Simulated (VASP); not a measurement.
# SnTe (I4/mmm) in VASP: a series of runs, part 2 of 2

VASP 6.6.1.

## 3. Electric field gradients, PBE (zz strain of +2 %)

INCAR reads:

```
PREC = Accurate
ENCUT = 520
EDIFF = 1E-8
ISMEAR = -1
SIGMA = 0.08
LREAL = F
LASPH = T
NELM = 100
ALGO = Normal
ISIF = 2
LWAVE = F
LCHARG = F
GGA = PE
LEFG = T
NBANDS = 17
```

KPOINTS reads:

```
Automatic mesh
0
Gamma
  11 11 11
```

POSCAR reads:

```
SnTe
1.0
    0.0000000000      3.1565000000      3.2196300000
    3.1565000000      0.0000000000      3.2196300000
    3.1565000000      3.1565000000      0.0000000000
Sn Te
1 1
Direct
    0.0000000000      0.0000000000      0.0000000000
    0.5000000000      0.5000000000      0.5000000000
```

Potentials or basis: VASP PAW PBE potentials, release 64 (Sn_d, Te).

Command:

```sh
$ cat potpaw_PBE.64/Sn_d/POTCAR potpaw_PBE.64/Te/POTCAR > POTCAR
$ mpirun -np 1 vasp_std > vasp.out
```

OUTCAR:

```text
PREC = Accurate
   ENCUT = 520
   EDIFF = 1E-8
   ISMEAR = -1
   LREAL = F
   LASPH = T
   NELM = 100
   ISIF = 2
   GGA = PE

 ion  position               nearest neighbor table
   1  0.000  0.000  0.000-   2 3.16   2 3.16   2 3.16   2 3.16   2 3.22   2 3.22
   2  0.500  0.500  0.500-   1 3.16   1 3.16   1 3.16   1 3.16   1 3.22   1 3.22

  LATTYP: Found a body centered tetragonal cell.
 ALAT       =     4.4639651096
 C/A-ratio  =     1.4424978336

  Lattice vectors:

 A1 = (  -3.1565000000,   0.0000000000,   3.2196300000)
 A2 = (   3.1565000000,   0.0000000000,   3.2196300000)
 A3 = (   0.0000000000,   3.1565000000,  -3.2196300000)

Analysis of symmetry for initial positions (statically):
=====================================================================
 Subroutine PRICEL returns:
 Original cell was already a primitive cell.

 Routine SETGRP: Setting up the symmetry group for a
 body centered tetragonal supercell.

 Subroutine GETGRP returns: Found 16 space group operations
 (whereof 16 operations were pure point group operations)
 out of a pool of 16 trial point group operations.

The static configuration has the point symmetry D_4h.

Analysis of symmetry for dynamics (positions and initial velocities):
=====================================================================
 Subroutine PRICEL returns:
 Original cell was already a primitive cell.

 Routine SETGRP: Setting up the symmetry group for a
 body centered tetragonal supercell.

 Subroutine GETGRP returns: Found 16 space group operations
[... 158 lines left out ...]
 k-point     1 :       0.0000    0.0000    0.0000
  band No.  band energies     occupation
      1     -15.2516      2.00000
      2     -15.2451      2.00000
      3     -15.2451      2.00000
      4     -15.2431      2.00000
      5     -15.2385      2.00000
      6      -5.9752      2.00000
[... 457 lines left out ...]
      4     -15.2423      2.00000
      5     -15.2340      2.00000
      6      -5.3019      2.00000
[... 9 lines left out ...]
     16      14.2230      0.00000
     17      14.5252      0.00000

 [... further k-points ...]

------------------------ aborting loop because EDIFF is reached ----------------------------------------

  FORCE on cell =-STRESS in cart. coord.  units (eV):
  Direction    XX          YY          ZZ          XY          YZ          ZX
  --------------------------------------------------------------------------------------
  -------------------------------------------------------------------------------------
  Total        0.7654667      0.7654667     -0.1810731      0.0000000     -0.0000000     -0.0000000
  in kB       19.1156617     19.1156617     -4.5218574      0.0000000     -0.0000000     -0.0000000
  external PRESSURE =      11.2364887 kB  Pullay stress =       0.0000000 kB

 VOLUME and BASIS-vectors are now :
 -----------------------------------------------------------------------------
  energy-cutoff  :      520.00
  volume of cell :       64.16
      direct lattice vectors                 reciprocal lattice vectors
     0.000000000  3.156500000  3.219630000    -0.158403295  0.158403295  0.155297348
     3.156500000  0.000000000  3.219630000     0.158403295 -0.158403295  0.155297348
     3.156500000  3.156500000  0.000000000     0.158403295  0.158403295 -0.155297348

 POSITION                                       TOTAL-FORCE (eV/Angst)
 -----------------------------------------------------------------------------------
      0.00000      0.00000      0.00000         0.000000      0.000000      0.000000
      3.15650      3.15650      3.21963        -0.000000     -0.000000     -0.000000
 -----------------------------------------------------------------------------------
    total drift:                               -0.000000      0.000000      0.000000

  FREE ENERGIE OF THE ION-ELECTRON SYSTEM (eV)
  ---------------------------------------------------
  free  energy   TOTEN  =        -7.5541733755 eV

  energy  without entropy=       -7.5525661209  energy(sigma->0) =       -7.55336975

 Electric field gradients (V/A^2)
---------------------------------------------------------------------
 ion       V_xx      V_yy      V_zz      V_xy      V_xz      V_yz
---------------------------------------------------------------------
   1     -14.441   -14.441    28.883    -0.002    -0.001    -0.001
   2      -2.936    -2.936     5.871     0.000    -0.000    -0.000
---------------------------------------------------------------------

 Electric field gradients after diagonalization (V/A^2)
 (convention: |V_zz| > |V_xx| > |V_yy|)
----------------------------------------------------------------------
 ion       V_xx      V_yy      V_zz     asymmetry (V_yy - V_xx)/ V_zz
----------------------------------------------------------------------
   1     -14.444   -14.439    28.883       0.000
   2      -2.936    -2.936     5.871       0.000
----------------------------------------------------------------------

           NMR quadrupolar parameters

 Cq : quadrupolar parameter    Cq=e*Q*V_zz/h
 eta: asymmetry parameters     (V_yy - V_xx)/ V_zz
 Q  : nuclear electric quadrupole moment in mb (millibarn)
----------------------------------------------------------------------
 ion       Cq(MHz)       eta       Q (mb)
----------------------------------------------------------------------
   1       0.070       0.000       1.000
   2       0.014       0.000       1.000
----------------------------------------------------------------------
```

stdout:

```text
POSCAR found type information on POSCAR SnTe
 POSCAR found :  2 types and       2 ions
 scaLAPACK will be used
 LDA part: xc-table for (Slater+PW92), standard interpolation
 POSCAR, INCAR and KPOINTS ok, starting setup
 FFT: planning ... GRIDC
 FFT: planning ... GRID_SOFT
 FFT: planning ... GRID
 WAVECAR not read
 entering main loop
ion   1

ion   2
```

It took 2.4 min on 1 thread of Intel Xeon Platinum 8375C at 2.90GHz (Ice Lake), shared host; peak memory 0.29 GiB.

What came out:

```
Free energy                             : -7.5542 eV
Pressure                                : 1.1 GPa
Band gap on the k mesh                  : 0.39 eV
Largest electric field gradient by atom : Sn +28.9; Te +5.9 V/Å²
```

Stress tensor (GPa, compression positive):
```
 1.91  0.00  0.00
 0.00  1.91  0.00
 0.00  0.00 -0.45
```

Levels at points of the mesh, in eV from the valence-band top:
```csv
k point,band 6,band 7,band 8,band 9,band 10,band 11,band 12,band 13,band 14,band 15
"(0.00, 0.00, 0.00)",-12.47,-4.62,-1.99,-1.99,-1.78,3.14,3.61,3.61,4.86,5.00
```

Electric field gradients, principal values (V/Å²):
```csv
atom,least,middle,greatest (by size)
1 Sn,-14.439,-14.444,28.883
2 Te,-2.936,-2.936,5.871
```

Caveat: the cell differs from its parent crystal (zz strain of +2 %); without QUAD_EFG the Cq values of the log hold for a quadrupole moment of 1 mb, not for the nuclei; spin-orbit coupling is left out, which moves the levels of the heavy elements; an odd mesh through Γ misses points on the zone boundary, where band edges can lie.

## 4. Electric field gradients, PBE (zz strain of +3 %)

INCAR reads:

```
SYSTEM = SnTe
ALGO     = Normal         ! electronic algorithm
EDIFF    = 1E-8           ! SCF threshold, eV
ENCUT    = 520            ! plane-wave cutoff, eV
GGA      = PE             ! functional
ISIF     = 2              ! what is computed and relaxed
ISMEAR   = -1             ! smearing method
LASPH    = .TRUE.         ! aspherical terms in the spheres
LCHARG   = .FALSE.        ! write CHGCAR
LEFG     = .TRUE.       
LREAL    = .FALSE.        ! projectors in reciprocal space
LWAVE    = .FALSE.        ! write WAVECAR
NBANDS   = 17             ! bands
NELM     = 80             ! most SCF steps
PREC     = Accurate       ! precision mode
SIGMA    = 0.08           ! smearing width, eV
```

KPOINTS reads:

```
k-points
0
G
  11 11 11
  0 0 0
```

POSCAR reads:

```
SnTe
1.0
    0.0000000000      3.1565000000      3.2511950000
    3.1565000000      0.0000000000      3.2511950000
    3.1565000000      3.1565000000      0.0000000000
Sn Te
1 1
Direct
    0.0000000000      0.0000000000      0.0000000000
    0.5000000000      0.5000000000      0.5000000000
```

Potentials or basis: VASP PAW PBE potentials, release 64 (Sn_d, Te).

Command:

```sh
$ cat potpaw_PBE.64/Sn_d/POTCAR potpaw_PBE.64/Te/POTCAR > POTCAR
$ mpirun -np 1 vasp_std > vasp.out
```

OUTCAR:

```text
SYSTEM = SnTe
   EDIFF = 1E-8
   ENCUT = 520
   GGA = PE
   ISIF = 2
   ISMEAR = -1
   LASPH = .TRUE.
   LREAL = .FALSE.
   NELM = 80
   PREC = Accurate

 ion  position               nearest neighbor table
   1  0.000  0.000  0.000-   2 3.16   2 3.16   2 3.16   2 3.16   2 3.25   2 3.25
   2  0.500  0.500  0.500-   1 3.16   1 3.16   1 3.16   1 3.16   1 3.25   1 3.25

  LATTYP: Found a body centered tetragonal cell.
 ALAT       =     4.4639651096
 C/A-ratio  =     1.4566399692

  Lattice vectors:

[... 694 lines left out ...]
  ---------------------------------------------------
  free  energy   TOTEN  =        -7.5504705867 eV

  energy  without entropy=       -7.5487449457  energy(sigma->0) =       -7.54960777

 Electric field gradients (V/A^2)
---------------------------------------------------------------------
 ion       V_xx      V_yy      V_zz      V_xy      V_xz      V_yz
---------------------------------------------------------------------
   1     -21.319   -21.319    42.637    -0.002    -0.001    -0.001
   2      -3.929    -3.929     7.858    -0.000    -0.000    -0.000
---------------------------------------------------------------------

 Electric field gradients after diagonalization (V/A^2)
 (convention: |V_zz| > |V_xx| > |V_yy|)
----------------------------------------------------------------------
 ion       V_xx      V_yy      V_zz     asymmetry (V_yy - V_xx)/ V_zz
----------------------------------------------------------------------
   1     -21.321   -21.316    42.637       0.000
   2      -3.929    -3.929     7.858       0.000
----------------------------------------------------------------------

           NMR quadrupolar parameters

 Cq : quadrupolar parameter    Cq=e*Q*V_zz/h
 eta: asymmetry parameters     (V_yy - V_xx)/ V_zz
 Q  : nuclear electric quadrupole moment in mb (millibarn)
----------------------------------------------------------------------
 ion       Cq(MHz)       eta       Q (mb)
----------------------------------------------------------------------
   1       0.103       0.000       1.000
   2       0.019       0.000       1.000
----------------------------------------------------------------------
```

Wall time 3.5 min (1 thread of Intel Xeon 8259CL, shared host); peak memory 0.3 GiB.

What came out:

* Free energy: -7.5505 eV
* Pressure: 0.7 GPa
* Band gap on the k mesh: 0.36 eV
* Largest electric field gradient by atom: Sn +42.6; Te +7.9 V/Å²

Electric field gradients, principal values (V/Å²):
| atom | least | middle | greatest (by size) |
| --- | --- | --- | --- |
| 1 Sn | -21.316 | -21.321 | 42.637 |
| 2 Te | -3.929 | -3.929 | 7.858 |

Caveat: the cell differs from its parent crystal (zz strain of +3 %); without QUAD_EFG the Cq values of the log hold for a quadrupole moment of 1 mb, not for the nuclei; spin-orbit coupling is left out, which moves the levels of the heavy elements; an odd mesh through Γ misses points on the zone boundary, where band edges can lie.

## 5. Overview

| cell | gap on the mesh (eV) | pressure (GPa) |
| --- | --- | --- |
| a = 4.486, b = 4.486, c = 4.464 Å, angles 60.2, 60.2, 59.7°, 2 atoms | 0.41 | 1.5 |
| a = 4.509, b = 4.509, c = 4.464 Å, angles 60.3, 60.3, 59.3°, 2 atoms | 0.39 | 1.1 |
| a = 4.531, b = 4.531, c = 4.464 Å, angles 60.5, 60.5, 59.0°, 2 atoms | 0.36 | 0.7 |

Alike in all rows: task electric field gradients; level PBE; potentials or basis VASP PAW PBE potentials, release 64 (Sn_d, Te); no spin polarisation; k mesh 11 × 11 × 11; cutoff (eV) 520; smearing fermi-dirac 0.08 eV.

Caveats: spin-orbit coupling is left out, which moves the levels of the heavy elements; an odd mesh through Γ misses points on the zone boundary, where band edges can lie.

Total energies depend on the potentials used, so only differences within one code and one set of settings carry meaning.
